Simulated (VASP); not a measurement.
# Mg (P6_3/mmc) in VASP: further runs, part 2 of 2

VASP 6.6.1. The steps go on from the part before.

**6. Single point, PBE**

INCAR

```
PREC = Accurate
ENCUT = 520
EDIFF = 1E-6
ISMEAR = 0
SIGMA = 0.017
LREAL = F
LASPH = T
NELM = 60
ALGO = Fast
ISIF = 2
LWAVE = F
LCHARG = F
GGA = PE
NBANDS = 12
```

KPOINTS

```
regular mesh
0
Gamma
  10 10 3
```

POSCAR

```
Mg
1.0
    3.1768261656      0.0000000000      0.0000000000
   -1.5884130828      2.7512121628      0.0000000000
    0.0000000000      0.0000000000     10.3188620100
Mg
4
Direct
    0.6666666667      0.3333333333      0.7500000000
    0.0000000000      0.0000000000      0.5000000000
    0.3333333333      0.6666666667      0.2500000000
    0.0000000000      0.0000000000      0.0000000000
```

Potentials or basis: VASP PAW PBE potentials, release 64 (Mg).

On the command line:

```console
> cat potpaw_PBE.64/Mg/POTCAR > POTCAR
> mpirun -np 1 vasp_std > vasp.out
```

OUTCAR:

```text
PREC = Accurate
   ENCUT = 520
   EDIFF = 1E-6
   ISMEAR = 0
   LREAL = F
   LASPH = T
   NELM = 60
   ISIF = 2
   GGA = PE

 ion  position               nearest neighbor table
   1  0.667  0.333  0.750-   2 3.17   4 3.17   2 3.17   4 3.17   2 3.17   4 3.17
   2  0.000  0.000  0.500-   1 3.17   3 3.17   3 3.17   1 3.17   1 3.17   3 3.17
   3  0.333  0.667  0.250-   2 3.17   4 3.17   2 3.17   4 3.17   2 3.17   4 3.17
   4  0.000  0.000  0.000-   1 3.17   3 3.17   3 3.17   1 3.17   1 3.17   3 3.17

  LATTYP: Found a hexagonal cell.
 ALAT       =     3.1768261656
 C/A-ratio  =     3.2481670296

  Lattice vectors:

 A1 = (   3.1768261656,   0.0000000000,   0.0000000000)
 A2 = (  -1.5884130828,   2.7512121628,   0.0000000000)
 A3 = (   0.0000000000,   0.0000000000,  10.3188620100)

Analysis of symmetry for initial positions (statically):
=====================================================================
 Subroutine PRICEL returns:
 Original cell was already a primitive cell.

 Routine SETGRP: Setting up the symmetry group for a
 hexagonal supercell.

 Subroutine GETGRP returns: Found 24 space group operations
 (whereof 12 operations were pure point group operations)
 out of a pool of 24 trial point group operations.

The static configuration has the point symmetry D_3d.
 The point group associated with its full space group is D_6h.

Analysis of symmetry for dynamics (positions and initial velocities):
=====================================================================
 Subroutine PRICEL returns:
 Original cell was already a primitive cell.

 Routine SETGRP: Setting up the symmetry group for a
 hexagonal supercell.

 Subroutine GETGRP returns: Found 24 space group operations
 (whereof 12 operations were pure point group operations)
 out of a pool of 24 trial point group operations.

The dynamic configuration has the point symmetry D_3d.
 The point group associated with its full space group is D_6h.

 Subroutine INISYM returns: Found 24 space group operations
 (whereof 12 operations are pure point group operations),
 and found     1 'primitive' translations

----------------------------------------------------------------------------------------

                                     Primitive cell

  volume of cell :      90.1881

  direct lattice vectors                    reciprocal lattice vectors
     3.176826166  0.000000000  0.000000000     0.314779578  0.181738074  0.000000000
    -1.588413083  2.751212163  0.000000000     0.000000000  0.363476148  0.000000000
     0.000000000  0.000000000 10.318862010     0.000000000  0.000000000  0.096909911

  length of vectors
     3.176826166  3.176826166 10.318862010     0.363476148  0.363476148  0.096909911

  position of ions in fractional coordinates (direct lattice)
     0.666666667  0.333333333  0.750000000
     0.000000000  0.000000000  0.500000000
     0.333333333  0.666666667  0.250000000
     0.000000000  0.000000000  0.000000000

  ion indices of the primitive-cell ions
   primitive index   ion index
                 1           1
                 2           2
                 3           3
                 4           4
[... 54 lines left out ...]
   k-points           NKPTS =     28   k-points in BZ     NKDIM =     28   number of bands    NBANDS=     12
   number of dos      NEDOS =    301   number of ions     NIONS =      4
   total plane-waves  NPLWV =  46080
   dimension x,y,z NGX =    24 NGY =   24 NGZ =   80
   dimension x,y,z NGXF=    48 NGYF=   48 NGZF=  160
   ions per type =               4
   NGX,Y,Z   is equivalent  to a cutoff of  12.56, 12.56, 12.89 a.u.
   NGXF,Y,Z  is equivalent  to a cutoff of  25.12, 25.12, 25.78 a.u.
 SYSTEM =  unknown system
   PREC   = accura    normal or accurate (medium, high low for compatibility)
   ISTART =      0    job   : 0-new  1-cont  2-samecut
   ICHARG =      2    charge: 1-file 2-atom 10-const
   ISPIN  =      1    spin polarized calculation?
   LNONCOLLINEAR =      F non collinear calculations
   LSORBIT =      F    spin-orbit coupling
   LASPH  =      T    aspherical Exc in radial PAW
   ENCUT  =  520.0 eV  38.22 Ry    6.18 a.u.   5.91  5.91 19.19*2*pi/ulx,y,z
   NELM   =     60;   NELMIN=  2; NELMDL= -5     # of ELM steps
   EDIFF  = 0.1E-05   stopping-criterion for ELM
   LREAL  =      F    real-space projection
   EDIFFG = 0.1E-04   stopping-criterion for IOM
   NSW    =      0    number of steps for IOM
   IBRION =     -1    ionic relax: 0-MD 1-quasi-New 2-CG
   NFREE  =      0    steps in history (QN), initial steepest desc. (CG)
   ISIF   =      2    stress and relaxation
   ISYM   =      2    0-nonsym 1-usesym 2-fastsym
   POTIM  = 0.5000    time-step for ionic-motion
   TEBEG  =    0.0;   TEEND  =   0.0 temperature during run
   PSTRESS=    0.0 pullay stress
   NELECT =       8.0000    total number of electrons
   NUPDOWN=      -1.0000    fix difference up-down
   EMIN   =  10.00;   EMAX   =-10.00  energy-range for DOS
   EFERMI =   0.00;   METHOD = LEGACY
   ISMEAR =     0;   SIGMA  =   0.02  broadening in eV -4-tet -1-fermi 0-gaus
   EFERMI_NEDOS =   21; number of points for ismear=-14 and -15
   IALGO  =     68    algorithm
   IMIX   =      4    mixing-type and parameters
     AMIX     =   0.40;   BMIX     =  1.00
     AMIX_MAG =   1.60;   BMIX_MAG =  1.00
  volume/ion in A,a.u.               =      22.55       152.15
  Fermi-wavevector in a.u.,A,eV,Ry     =   0.730110  1.379708  7.252733  0.533061
  Thomas-Fermi vector in A             =   1.821999
   LORBIT       =      0    0 simple, 1 ext, 2 COOP (PROOUT), +10 PAW based schemes
   GGA     = PE    functional components
   LHFCALC =     F    Hartree Fock is set to
   AEXX    =    0.0000 exact exchange contribution
   IVDW    =     0    specifies the selected vdW correction
   LEPSILON=     F    determine dielectric tensor
   LRPA    =     F    only Hartree local field effects (RPA)
 non-spin polarized calculation
 RMM-DIIS sequential band-by-band and
 Gauss-broadening in eV      SIGMA  =   0.02
  energy-cutoff  :      520.00
  volume of cell :       90.19
 maximum number of plane-waves:      2456
 NGX is ok and might be reduce to    24
   NGX = 11   NGY = 11   NGZ = 39

 number of electron       8.0000000 magnetization

 Free energy of the ion-electron system (eV)
  ---------------------------------------------------
  ext. energy  EPLUGINS =         0.00000000
  ---------------------------------------------------
  free energy    TOTEN  =        -5.99489897 eV

  energy without entropy =       -5.99477498  energy(sigma->0) =       -5.99483697

 E-fermi :   2.8308     XC(G=0):  -8.5467

 val. band max:        2.8190090230   @ k =   0.3000   0.3000   0.0000
 cond. band min:       2.8846632602   @ k =   0.3000   0.3000   0.3333
 fundamental gap:      0.0656542372
 Fermi energy:         2.8308113497

 k-point     1 :       0.0000    0.0000    0.0000
  band No.  band energies     occupation
      1      -4.2817      2.00000
      2      -2.8747      2.00000
      3      -2.8738      2.00000
      4       1.0115      2.00000
      5       1.4844      2.00000
      6       7.8009      0.00000
      7       7.8103      0.00000
      8      13.8013      0.00000
      9      13.8013      0.00000
     10      13.8778      0.00000
     11      13.8778      0.00000
     12      14.5885      0.00000
[... 331 lines left out ...]
 k-point    24 :       0.4000    0.1000    0.3333
  band No.  band energies     occupation
      1      -0.0369      2.00000
      2       0.4083      2.00000
      3       1.8068      2.00000
      4       1.9753      2.00000
      5       2.5770      2.00000
      6       3.5123      0.00000
      7       4.1984      0.00000
      8       5.3902      0.00000
      9       6.8137      0.00000
     10       7.5308      0.00000
     11       8.1620      0.00000
     12       8.9693      0.00000

 [... further k-points ...]

------------------------ aborting loop because EDIFF is reached ----------------------------------------

  FORCE on cell =-STRESS in cart. coord.  units (eV):
  Direction    XX          YY          ZZ          XY          YZ          ZX
  --------------------------------------------------------------------------------------
  -------------------------------------------------------------------------------------
  Total        0.2130016      0.2130016      0.9877115      0.0000000      0.0000000      0.0000000
  in kB        3.7839390      3.7839390     17.5465344      0.0000000      0.0000000      0.0000000
  external PRESSURE =       8.3714708 kB  Pullay stress =       0.0000000 kB

 VOLUME and BASIS-vectors are now :
 -----------------------------------------------------------------------------
  energy-cutoff  :      520.00
  volume of cell :       90.19
      direct lattice vectors                 reciprocal lattice vectors
     3.176826166  0.000000000  0.000000000     0.314779578  0.181738074  0.000000000
    -1.588413083  2.751212163  0.000000000     0.000000000  0.363476148  0.000000000
     0.000000000  0.000000000 10.318862010     0.000000000  0.000000000  0.096909911

 POSITION                                       TOTAL-FORCE (eV/Angst)
 -----------------------------------------------------------------------------------
      1.58841      0.91707      7.73915         0.000000     -0.000000      0.000000
      0.00000      0.00000      5.15943         0.000000      0.000000     -0.000000
     -0.00000      1.83414      2.57972        -0.000000      0.000000     -0.000000
      0.00000      0.00000      0.00000         0.000000      0.000000     -0.000000
 -----------------------------------------------------------------------------------
    total drift:                                0.000000     -0.000000     -0.000000

  FREE ENERGIE OF THE ION-ELECTRON SYSTEM (eV)
  ---------------------------------------------------
  free  energy   TOTEN  =        -5.9948989714 eV

  energy  without entropy=       -5.9947749755  energy(sigma->0) =       -5.99483697
```

stdout:

```text
POSCAR found type information on POSCAR Mg
 POSCAR found :  1 types and       4 ions
 scaLAPACK will be used
 LDA part: xc-table for (Slater+PW92), standard interpolation
 POSCAR, INCAR and KPOINTS ok, starting setup
 FFT: planning ... GRIDC
 FFT: planning ... GRID_SOFT
 FFT: planning ... GRID
 WAVECAR not read
 entering main loop
```

Run time: 20 s. Hardware: 1 thread of AMD EPYC 7R43 (Zen 3), shared host; peak memory 0.17 GiB.

Results:

```
Free energy            : -5.9949 eV
Pressure               : 0.8 GPa
Band gap on the k mesh : zero (band 4 reaches 3.37 eV, above the bottom of band 5 at 1.48 eV)
```

**7. Overview**

| smearing | gap on the mesh (eV) | pressure (GPa) |
| --- | --- | --- |
| gaussian 0.013 eV | none | 0.8 |
| gaussian 0.014 eV | none | 0.8 |
| gaussian 0.015 eV | none | 0.8 |
| gaussian 0.016 eV | none | 0.8 |
| gaussian 0.017 eV | none | 0.8 |

Alike in all rows: task single point; level PBE; potentials or basis VASP PAW PBE potentials, release 64 (Mg); no spin polarisation; cell as given; k mesh 10 × 10 × 3; cutoff (eV) 520.

Every run on the cell as given and a fine mesh finds a metal.

Total energies depend on the potentials used, so only differences within one code and one set of settings carry meaning.
